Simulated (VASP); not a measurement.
# B7P (P6/mmm) in VASP: relaxation of cell and atoms with PBE

Aim: the relaxation of cell and atoms of B7P with PBE.

Everything below comes from runs of VASP 6.6.1. Logs are shortened: lines on timing, memory, paths and dates and some standing lists are left out, and cuts for length are marked.

### Step 1. The cell of the first run

The structure is hexagonal, space group P6/mmm (No. 191). Conventional cell: a = 3.764 Å, b = 3.764 Å, c = 6.018 Å, α = 90.00°, β = 90.00°, γ = 120.00°. Within 2.5 Å of B (site symmetry mmm) lie 4 B at 1.88 Å and 2 P at 1.88 Å. Within 2.5 Å of B (site symmetry mmm) lie 6 B at 1.88 Å. B (site symmetry 6/mmm) has 6 B at 1.88 Å within 2.5 Å. P (site symmetry 6/mmm) has 6 B at 1.88 Å within 2.5 Å.

The cell was built from a structure type or drawn by symmetry, and may not be a known phase.

### Step 2. Relaxation of cell and atoms, PBE

Input file INCAR:

```
SYSTEM = B7P
PREC = Accurate ; ENCUT = 910
EDIFF = 1E-7 ; ISMEAR = 0
SIGMA = 0.1 ; LREAL = .FALSE.
LASPH = .TRUE. ; NELM = 120
ALGO = Normal ; ISIF = 3
LWAVE = .FALSE. ; LCHARG = .FALSE.
GGA = PE ; IBRION = 2
NSW = 90 ; EDIFFG = -0.04
GGA_COMPAT = .FALSE. ; NELMIN = 4
```

Input file KPOINTS:

```
regular mesh
0
G
  6 6 4
  0 0 0
```

Input file POSCAR:

```
B7P
1.0
    3.7637882400      0.0000000000      0.0000000000
   -1.8818941200      3.2595362300      0.0000000000
    0.0000000000      0.0000000000      6.0177083800
B P
7 1
Direct
    0.5000000000      0.0000000000      0.0000000000
    0.0000000000      0.5000000000      0.0000000000
    0.5000000000      0.5000000000      0.0000000000
    0.5000000000      0.0000000000      0.5000000000
    0.0000000000      0.5000000000      0.5000000000
    0.5000000000      0.5000000000      0.5000000000
    0.0000000000      0.0000000000      0.5000000000
    0.0000000000      0.0000000000      0.0000000000
```

Potentials or basis: VASP PAW PBE potentials, release 64 (B_h, P).

Started as:

```console
$ cat potpaw_PBE.64/B_h/POTCAR potpaw_PBE.64/P/POTCAR > POTCAR
$ mpirun -np 1 vasp_std > vasp.out
```

OUTCAR:

```text
SYSTEM = B7P
   PREC = Accurate
   ENCUT = 910
   EDIFF = 1E-7
   ISMEAR = 0
   LREAL = .FALSE.
   LASPH = .TRUE.
   NELM = 120
   ISIF = 3
   GGA = PE
   IBRION = 2
   NSW = 90
   EDIFFG = -0.04
   NELMIN = 4

 ion  position               nearest neighbor table
   1  0.500  0.000  0.000-   8 1.88   8 1.88
   2  0.000  0.500  0.000-   8 1.88   8 1.88
   3  0.500  0.500  0.000-   8 1.88   8 1.88
   4  0.500  0.000  0.500-
   5  0.000  0.500  0.500-
   6  0.500  0.500  0.500-
   7  0.000  0.000  0.500-
   8  0.000  0.000  0.000-   2 1.88   3 1.88   2 1.88   3 1.88   1 1.88   1 1.88

  LATTYP: Found a hexagonal cell.
 ALAT       =     3.7637882400
 C/A-ratio  =     1.5988435045

  Lattice vectors:

 A1 = (   3.7637882400,   0.0000000000,   0.0000000000)
 A2 = (  -1.8818941200,   3.2595362300,   0.0000000000)
 A3 = (   0.0000000000,   0.0000000000,   6.0177083800)

Analysis of symmetry for initial positions (statically):
=====================================================================
 Subroutine PRICEL returns:
 Original cell was already a primitive cell.

 Routine SETGRP: Setting up the symmetry group for a
 hexagonal supercell.

 Subroutine GETGRP returns: Found 24 space group operations
 (whereof 24 operations were pure point group operations)
 out of a pool of 24 trial point group operations.

The static configuration has the point symmetry D_6h.

Analysis of symmetry for dynamics (positions and initial velocities):
=====================================================================
 Subroutine PRICEL returns:
 Original cell was already a primitive cell.

 Routine SETGRP: Setting up the symmetry group for a
 hexagonal supercell.

 Subroutine GETGRP returns: Found 24 space group operations
 (whereof 24 operations were pure point group operations)
 out of a pool of 24 trial point group operations.

The dynamic configuration has the point symmetry D_6h.

 Subroutine INISYM returns: Found 24 space group operations
 (whereof 24 operations are pure point group operations),
 and found     1 'primitive' translations

----------------------------------------------------------------------------------------

                                     Primitive cell

  volume of cell :      73.8265

  direct lattice vectors                    reciprocal lattice vectors
     3.763788240  0.000000000  0.000000000     0.265689762  0.153396055  0.000000000
    -1.881894120  3.259536230  0.000000000     0.000000000  0.306792111  0.000000000
     0.000000000  0.000000000  6.017708380     0.000000000  0.000000000  0.166176215

  length of vectors
     3.763788240  3.763788240  6.017708380     0.306792111  0.306792111  0.166176215

  position of ions in fractional coordinates (direct lattice)
     0.500000000  0.000000000  0.000000000
     0.000000000  0.500000000  0.000000000
     0.500000000  0.500000000  0.000000000
     0.500000000  0.000000000  0.500000000
     0.000000000  0.500000000  0.500000000
     0.500000000  0.500000000  0.500000000
     0.000000000  0.000000000  0.500000000
     0.000000000  0.000000000  0.000000000

  ion indices of the primitive-cell ions
   primitive index   ion index
                 1           1
                 2           2
                 3           3
                 4           4
                 5           5
                 6           6
                 7           7
                 8           8

----------------------------------------------------------------------------------------

 KPOINTS: regular mesh

Automatic generation of k-mesh.
 Grid dimensions read from file:
 generate k-points for:    6    6    4

 Generating k-lattice:

  Cartesian coordinates                     Fractional coordinates (reciprocal lattice)
     0.044281627  0.025566009  0.000000000     0.166666667  0.000000000  0.000000000
     0.000000000  0.051132018  0.000000000     0.000000000  0.166666667  0.000000000
     0.000000000  0.000000000  0.041544054     0.000000000  0.000000000  0.250000000

  Length of vectors
     0.051132018  0.051132018  0.041544054

  Shift w.r.t. Gamma in fractional coordinates (k-lattice)
     0.000000000  0.000000000  0.000000000

 Subroutine IBZKPT returns following result:
 ===========================================

 Found     21 irreducible k-points:

 Following reciprocal coordinates:
            Coordinates               Weight
  0.000000  0.000000  0.000000      1.000000
  0.166667  0.000000  0.000000      6.000000
  0.333333  0.000000  0.000000      6.000000
  0.500000 -0.000000  0.000000      3.000000
  0.166667  0.166667  0.000000      6.000000
  0.333333  0.166667  0.000000     12.000000
[... 13 lines left out ...]
  0.333333  0.166667  0.500000     12.000000
  0.333333  0.333333  0.500000      2.000000
   k-points           NKPTS =     21   k-points in BZ     NKDIM =     21   number of bands    NBANDS=     18
   number of dos      NEDOS =    301   number of ions     NIONS =      8
   total plane-waves  NPLWV =  96000
   dimension x,y,z NGX =    40 NGY =   40 NGZ =   60
   dimension x,y,z NGXF=    80 NGYF=   80 NGZF=  120
   ions per type =               7   1
   NGX,Y,Z   is equivalent  to a cutoff of  17.67, 17.67, 16.58 a.u.
   NGXF,Y,Z  is equivalent  to a cutoff of  35.34, 35.34, 33.15 a.u.
 SYSTEM =  B7P
   PREC   = accura    normal or accurate (medium, high low for compatibility)
   ISTART =      0    job   : 0-new  1-cont  2-samecut
   ICHARG =      2    charge: 1-file 2-atom 10-const
   ISPIN  =      1    spin polarized calculation?
   LNONCOLLINEAR =      F non collinear calculations
   LSORBIT =      F    spin-orbit coupling
   LASPH  =      T    aspherical Exc in radial PAW
   ENCUT  =  910.0 eV  66.88 Ry    8.18 a.u.   9.26  9.26 14.80*2*pi/ulx,y,z
   NELM   =    120;   NELMIN=  4; NELMDL= -5     # of ELM steps
   EDIFF  = 0.1E-06   stopping-criterion for ELM
   LREAL  =      F    real-space projection
   EDIFFG = -.4E-01   stopping-criterion for IOM
   NSW    =     90    number of steps for IOM
   IBRION =      2    ionic relax: 0-MD 1-quasi-New 2-CG
   NFREE  =      1    steps in history (QN), initial steepest desc. (CG)
   ISIF   =      3    stress and relaxation
   ISYM   =      2    0-nonsym 1-usesym 2-fastsym
   POTIM  = 0.5000    time-step for ionic-motion
   TEBEG  =    0.0;   TEEND  =   0.0 temperature during run
   PSTRESS=    0.0 pullay stress
   NELECT =      26.0000    total number of electrons
   NUPDOWN=      -1.0000    fix difference up-down
   EMIN   =  10.00;   EMAX   =-10.00  energy-range for DOS
   EFERMI =   0.00;   METHOD = LEGACY
   ISMEAR =     0;   SIGMA  =   0.10  broadening in eV -4-tet -1-fermi 0-gaus
   EFERMI_NEDOS =   21; number of points for ismear=-14 and -15
   IALGO  =     38    algorithm
   IMIX   =      4    mixing-type and parameters
     AMIX     =   0.40;   BMIX     =  1.00
     AMIX_MAG =   1.60;   BMIX_MAG =  1.00
  volume/ion in A,a.u.               =       9.23        62.28
  Fermi-wavevector in a.u.,A,eV,Ry     =   1.156100  2.184711 18.185087  1.336566
  Thomas-Fermi vector in A             =   2.292723
   LORBIT       =      0    0 simple, 1 ext, 2 COOP (PROOUT), +10 PAW based schemes
   GGA     = PE    functional components
   LHFCALC =     F    Hartree Fock is set to
   AEXX    =    0.0000 exact exchange contribution
   IVDW    =     0    specifies the selected vdW correction
   LEPSILON=     F    determine dielectric tensor
   LRPA    =     F    only Hartree local field effects (RPA)
 conjugate gradient relaxation of ions
 non-spin polarized calculation
 Gauss-broadening in eV      SIGMA  =   0.10
  energy-cutoff  :      910.00
  volume of cell :       73.83
 maximum number of plane-waves:      4625
 NGX is ok and might be reduce to    40
   NGX = 19   NGY = 19   NGZ = 29

--------------------------------------- Ionic step        1  -------------------------------------------

 number of electron      26.0000000 magnetization

 Free energy of the ion-electron system (eV)
  ---------------------------------------------------
  ext. energy  EPLUGINS =         0.00000000
  ---------------------------------------------------
  free energy    TOTEN  =       -42.08808867 eV

  energy without entropy =      -42.05165356  energy(sigma->0) =      -42.06987111

------------------------ aborting loop because EDIFF is reached ----------------------------------------

  FORCE on cell =-STRESS in cart. coord.  units (eV):
  Direction    XX          YY          ZZ          XY          YZ          ZX
  --------------------------------------------------------------------------------------
  -------------------------------------------------------------------------------------
  Total       -5.4498218     -5.4498218      0.8394110     -0.0000000      0.0000000     -0.0000000
  in kB     -118.2716761   -118.2716761     18.2168433     -0.0000000      0.0000000     -0.0000000
  external PRESSURE =     -72.7755030 kB  Pullay stress =       0.0000000 kB
[... 107 lines left out ...]
  FREE ENERGIE OF THE ION-ELECTRON SYSTEM (eV)
  ---------------------------------------------------
  free  energy   TOTEN  =       -42.2157804491 eV

  energy  without entropy=      -42.1826504821  energy(sigma->0) =      -42.19921547

[... ionic steps 4 to 9 ...]

--------------------------------------- Ionic step       10  -------------------------------------------

 number of electron      26.0000000 magnetization

------------------------ aborting loop because EDIFF is reached ----------------------------------------

  FORCE on cell =-STRESS in cart. coord.  units (eV):
  Direction    XX          YY          ZZ          XY          YZ          ZX
  --------------------------------------------------------------------------------------
  -------------------------------------------------------------------------------------
  Total       -0.4617301     -0.4617301      0.1680423     -0.0000000      0.0000000      0.0000000
  in kB       -8.8963851     -8.8963851      3.2377558     -0.0000000      0.0000000      0.0000000
  external PRESSURE =      -4.8516714 kB  Pullay stress =       0.0000000 kB
[... 69 lines left out ...]
  energy  without entropy=      -42.3805713824  energy(sigma->0) =      -42.39159308

--------------------------------------- Ionic step       12  -------------------------------------------

 number of electron      26.0000001 magnetization

 Free energy of the ion-electron system (eV)
  ---------------------------------------------------
  ext. energy  EPLUGINS =         0.00000000
  ---------------------------------------------------
  free energy    TOTEN  =       -42.40318360 eV

  energy without entropy =      -42.38160747  energy(sigma->0) =      -42.39239553

 E-fermi :   6.3194     XC(G=0): -10.1690

 val. band max:        6.2459802379   @ k =   0.3333   0.1667   0.0000
 cond. band min:       6.3441907628   @ k =   0.1667   0.1667   0.0000
 fundamental gap:      0.0982105249
 Fermi energy:         6.3194402462

 k-point     1 :       0.0000    0.0000    0.0000
  band No.  band energies     occupation
      1     -11.1053      2.00000
      2      -8.8985      2.00000
      3      -2.6986      2.00000
      4      -2.6986      2.00000
      5      -1.5030      2.00000
      6      -1.0654      2.00000
[... 10 lines left out ...]
     17       9.0067      0.00000
     18      10.3700      0.00000
[... 453 lines left out ...]
  FREE ENERGIE OF THE ION-ELECTRON SYSTEM (eV)
  ---------------------------------------------------
  free  energy   TOTEN  =       -42.4031836021 eV

  energy  without entropy=      -42.3816074658  energy(sigma->0) =      -42.39239553

 reached required accuracy - stopping structural energy minimisation
```

Wall time 5.2 min (1 thread of Intel Xeon 6975P-C (Granite Rapids), shared host); peak memory 0.32 GiB.

What came out:

```
Free energy                           : -42.4032 eV
Relaxed volume                        : 10.45 Å³/atom
Relaxed cell                          : a = 3.665 Å, b = 3.665 Å, c = 7.189 Å, α = 90.00°, β = 90.00°, γ = 120.00°
Space group after relaxing (to 0.1 Å) : P6/mmm (No. 191)
Energy gained by relaxing             : 39.4 meV/atom
Ionic steps                           : 12
Pressure after relaxing               : -0.3 GPa
Band gap on the k mesh                : zero (bands 13 and 14 overlap by 2.34 eV)
```

Step by step:
| step | energy change (eV) | largest force (eV/Å) | pressure (GPa) | volume (Å³) |
| --- | --- | --- | --- | --- |
| 1 | 0.0000 | 0.0000 | -7.28 | 73.83 |
| 2 | -0.1001 | 0.0000 | 6.90 | 69.40 |
| 3 | -0.1277 | 0.0000 | 1.49 | 70.77 |
| 4 | -0.1278 | 0.0000 | 1.76 | 70.69 |
| 5 | -0.1536 | 0.0000 | 1.86 | 71.35 |
| 6 | -0.2232 | 0.0000 | 2.40 | 73.31 |
| 7 | -0.2495 | 0.0000 | 5.53 | 77.12 |
| 8 | -0.2618 | 0.0000 | 4.83 | 77.72 |
| 9 | -0.2916 | 0.0000 | 2.87 | 79.51 |
| 10 | -0.3140 | 0.0000 | -0.49 | 83.15 |
| 11 | -0.3145 | 0.0000 | -0.40 | 83.32 |
| 12 | -0.3151 | 0.0000 | -0.25 | 83.63 |

Final structure:
```xyz
8
Lattice="3.6651 0.0000 0.0000 -1.8326 3.1741 0.0000 0.0000 0.0000 7.1888" Properties=species:S:1:pos:R:3 pbc="T T T"
B     1.8326    0.0000    7.1888
B     2.7488    1.5870    0.0000
B     0.9163    1.5870    7.1888
B     1.8326    0.0000    3.5944
B    -0.9163    1.5870    3.5944
B     0.9163    1.5870    3.5944
B     0.0000    0.0000    3.5944
P     0.0000    0.0000    7.1888
```

Levels at points of the mesh, in eV from the Fermi level:
| k point | band 8 | band 9 | band 10 | band 11 | band 12 | band 13 | band 14 | band 15 | band 16 | band 17 |
| --- | --- | --- | --- | --- | --- | --- | --- | --- | --- | --- |
| (0.00, 0.00, 0.00) | -7.36 | -7.20 | -5.33 | -1.92 | -1.37 | -1.37 | 0.37 | 0.37 | 0.37 | 2.69 |
| (0.50, 0.00, 0.00) | -7.63 | -4.63 | -3.99 | -1.98 | -1.77 | 0.49 | 2.33 | 2.70 | 2.99 | 3.04 |
| (0.00, 0.00, 0.50) | -7.23 | -7.21 | -6.24 | -1.91 | -1.35 | -1.35 | 0.30 | 0.32 | 0.32 | 4.63 |
| (0.50, 0.00, 0.50) | -7.64 | -4.16 | -3.32 | -2.77 | -2.72 | 0.49 | 2.71 | 3.04 | 3.04 | 3.04 |

Caveat: a cell axis changed by over 15 % at a fixed basis, so the end point is rough; this functional lacks dispersion, which binds the layers, so the pressure and a relaxed spacing across them are unreliable.
